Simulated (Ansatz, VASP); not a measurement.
## Two plane-wave programs on Sn

INCAR

```
SYSTEM = Sn
  PREC = Accurate
  ENCUT = 520
  EDIFF = 1E-6
  ISMEAR = -1
  SIGMA = 0.2
  LREAL = .False.
  LASPH = .True.
  NELM = 100
  ALGO = Normal
  ISIF = 2
  LWAVE = .False.
  LCHARG = .False.
  GGA = PE
  NBANDS = 21
```

Contents of KPOINTS:

```
Automatic mesh
0
Gamma
  8 8 8
  0 0 0
```

The input POSCAR:

```
Sn
1.0
    0.0000000000      3.3289000152      3.3289000152
    3.3289000152      0.0000000000      3.3289000152
    3.3289000152      3.3289000152      0.0000000000
Sn
2
Direct
    0.5000000000      0.5000000000      0.5000000000
    0.7500000000      0.7500000000      0.7500000000
```

Input for Ansatz:

```yaml
crystal:
  lattice:
    - [0.0, 3.3289000152, 3.3289000152]
    - [3.3289000152, 0.0, 3.3289000152]
    - [3.3289000152, 3.3289000152, 0.0]
  atoms:
    - { symbol: Sn, position: [0.5, 0.5, 0.5] }
    - { symbol: Sn, position: [0.75, 0.75, 0.75] }
hamiltonian:
  xc: pbe
  pseudopotentials:
    kind: paw
    azcp:
      Sn: "pseudopotentials/Sn.paw.azcp"
basis:
  ecutwfc: 420
  fft_grid_basis: typed
kpoints:
  mp_grid: { grid: [8, 8, 8], shift: [0, 0, 0] }
magnetization:
  spin_polarized: false
scf:
  occupations: { method: fermi_dirac, width: 0.2 }
  lower_state_search: "off"
output:
  stress: true
  write_density: true
  write_potential: true
  elf: true
  volumetric_format: npy
```

Alike in both runs: task single point; functional PBE; k mesh 8 × 8 × 8; occupations fermi-dirac, width 0.2 eV; no spin polarisation.

|  | VASP | Ansatz |
| --- | --- | --- |
| version | VASP 6.6.1 | Ansatz 0.2.0 |
| potentials or method | VASP PAW PBE potentials, release 64 (Sn_d), cutoff 520 eV | plane waves (420 eV) with PAW, scalar-relativistic |
| valence electrons in the cell | 28 | 28 |

|  | VASP | Ansatz | Ansatz less VASP |
| --- | --- | --- | --- |
| pressure (GPa) | 0.1 | 0.1 | +0.04 |
